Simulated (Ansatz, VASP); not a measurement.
One calculation of Si4N, two programs

Contents of INCAR:

```
SYSTEM = Si4N
PREC = Accurate ; ENCUT = 520
EDIFF = 1E-7 ; ISMEAR = 0
SIGMA = 0.05 ; LREAL = .FALSE.
LASPH = .TRUE. ; NELM = 80
ALGO = Normal ; ISIF = 2
LWAVE = .FALSE. ; LCHARG = .TRUE.
LDIPOL = .TRUE. ; IDIPOL = 3
DIPOL = 0.5 0.5 0.375 ; GGA = PE
IVDW = 12 ; LELF = .TRUE.
LVHAR = .TRUE. ; LVACPOTAV = .TRUE.
NBANDS = 32
```

KPOINTS

```
Automatic mesh
0
G
  9 9 1
  0 0 0
```

Contents of POSCAR:

```
Si4N
1.0
    3.8155170209      0.0000000000      0.0000000000
   -1.9077585104      3.3043346686      0.0000000000
    0.0000000000      0.0000000000     28.9874813843
Si N
8 2
Direct
    0.6666666667      0.3333333333      0.1379906018
    0.3333333333      0.6666666667      0.1654736894
    0.3333333333      0.6666666667      0.2468813277
    0.6666666667      0.3333333333      0.2743644153
    0.6666666667      0.3333333333      0.3556303104
    0.3333333333      0.6666666667      0.3827070033
    0.3333333333      0.6666666667      0.4657581680
    0.6666666667      0.3333333333      0.4894347735
    0.6666666667      0.6666666667      0.5963774898
    0.6666666667      0.6666666667      0.6343249053
```

Input for Ansatz:

```yaml
crystal:
  lattice:
    - [3.8155170209, 0.0, 0.0]
    - [-1.9077585104, 3.3043346686, 0.0]
    - [0.0, 0.0, 28.9874813843]
  atoms:
    - { symbol: Si, position: [0.6666666667, 0.3333333333, 0.1379906018] }
    - { symbol: Si, position: [0.3333333333, 0.6666666667, 0.1654736894] }
    - { symbol: Si, position: [0.3333333333, 0.6666666667, 0.2468813277] }
    - { symbol: Si, position: [0.6666666667, 0.3333333333, 0.2743644153] }
    - { symbol: Si, position: [0.6666666667, 0.3333333333, 0.3556303104] }
    - { symbol: Si, position: [0.3333333333, 0.6666666667, 0.3827070033] }
    - { symbol: Si, position: [0.3333333333, 0.6666666667, 0.465758168] }
    - { symbol: Si, position: [0.6666666667, 0.3333333333, 0.4894347735] }
    - { symbol: "N", position: [0.6666666667, 0.6666666667, 0.5963774898] }
    - { symbol: "N", position: [0.6666666667, 0.6666666667, 0.6343249053] }
basis:
  ecutwfc: 420
kpoints:
  mp_grid: { grid: [9, 9, 1] }
hamiltonian:
  xc: pbe
  pseudopotentials: { kind: paw, azcp: { folder: soft_1 } }
  dispersion: d3bj
scf:
  occupations: { method: gaussian, width: 0.05 }
output:
  forces: true
  eigenvalues: true
efield:
  axis: 3
  dipole_correction: true
  ramp_width: 0.04
```

Alike in both runs: task single point; functional PBE; dispersion D3(BJ); k mesh 9 × 9 × 1; occupations gaussian, width 0.05 eV; no spin polarisation.

|  | VASP | Ansatz |
| --- | --- | --- |
| version | VASP 6.6.1 | Ansatz 0.2.0 |
| potentials or method | VASP PAW PBE potentials, release 64 (Si, N), cutoff 520 eV | scalar-relativistic, plane waves, PAW |
| valence electrons in the cell | 42 | 42 |

Ansatz gave:

- gap on the k mesh at the Fermi level (eV): none
- rms of the force components (eV/Å): 0.196
- work function, face that differs most (eV): 4.75

**Question.** Which values does VASP return?

**Answer.** gap on the k mesh at the Fermi level (eV): none; rms of the force components (eV/Å): 0.605; work function, face that differs most (eV): 4.76.

Atom by atom the forces differ by 0.465 eV/Å (rms over components). A gap of «none» marks a metal or a gap that the smearing closes. One of these differences is far larger than is usual between the two programs; its cause wasn't traced.

Noted on VASP's run: the standard files for N, O and F lose accuracy on very short bonds.
